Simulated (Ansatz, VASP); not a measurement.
Two plane-wave programs on Bi

```
Bi
1.0
    -1.67229    1.67229    2.61848
     1.67229   -1.67229    2.61848
     1.67229    1.67229   -2.61848
Bi
1
Direct
  0.00000 0.00000 0.00000
```

Alike in both runs: task single point; functional PBE; dispersion D3(BJ); k mesh 18 × 18 × 18; occupations gaussian, width 0.15 eV; no spin polarisation.

|  | VASP | Ansatz |
| --- | --- | --- |
| version | VASP 6.6.1 | Ansatz 0.2.0 |
| potentials or method | VASP PAW PBE potentials, release 64 (Bi_d), cutoff 520 eV | scalar-relativistic, plane waves, PAW |
| valence electrons in the cell | 15 | 15 |

```tsv
	VASP	Ansatz	Ansatz less VASP
gap on the k mesh at the Fermi level (eV)	none	none	-
pressure (GPa)	2.2	2.3	+0.05
```

A gap of «none» marks a metal or a gap that the smearing closes.

Neither program's run includes spin-orbit coupling.
